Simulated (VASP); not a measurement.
# BiTe: single point with PBE

BiTe:

```
Bi Te
1.0
     0.00000    3.25119    3.32695
     3.25119    0.00000    3.32695
     3.25119    3.25119    0.00000
Bi Te
1 1
Direct
  0.03052 0.03052 0.96948
  0.45002 0.45002 0.54998
```

This cell differs from its parent crystal: atoms displaced along a vibrational mode, the cell strained.

```yaml
Program: VASP 6.6.1
Task: single point
Functional: PBE
Potentials_or_basis: VASP PAW PBE potentials, release 64 (Bi_d, Te)
Cutoff: 520 eV
k_mesh: 12 × 12 × 12
Occupations: gaussian, width 0.15 eV
Spin: no spin polarisation
```

* Pressure: 3.4 GPa
* Largest force: 1.630 eV/Å
* Band gap on the k mesh: zero (an odd number of electrons rules out a gap without spin polarisation)

Forces in eV/Å, atoms in the order of the input:
```
Bi   0.000  0.000 -1.630
Te   0.000  0.000  1.630
```

Stress tensor (GPa, compression positive):
```
1.79 0.00 0.00
0.00 1.79 0.00
0.00 0.00 6.49
```

Levels at points of the mesh, in eV from the Fermi level:
```
           k point  band 7  band 8  band 9  band 10  band 11  band 12  band 13  band 14
(0.00, 0.00, 0.00)   -8.35   -3.26   -2.55    -2.55     0.96     0.96     2.00     4.45
(0.50, 0.00, 0.00)  -10.84   -3.23   -2.37    -2.31    -0.58    -0.57     0.44     6.17
(0.50, 0.50, 0.00)  -11.11   -5.12   -4.14    -4.14     2.14     3.28     3.28     4.77
(0.50, 0.00, 0.50)  -10.05   -5.72   -4.19    -3.98     0.52     3.46     4.39     4.69
```

Run time: 2 min on 1 thread of Intel(R) Xeon(R) Platinum 8259CL CPU @ 2.50GHz (Skylake/Cascade Lake), on a shared host, peak memory 0.35 GiB.

Caveat: the cell differs from its parent crystal (atoms displaced along a vibrational mode, the cell strained); the cell stands under pressure; spin-orbit coupling is left out, which moves the levels of the heavy elements; forces of over 1 eV/Å act on the atoms, so gaps and moduli don't describe the material at rest.
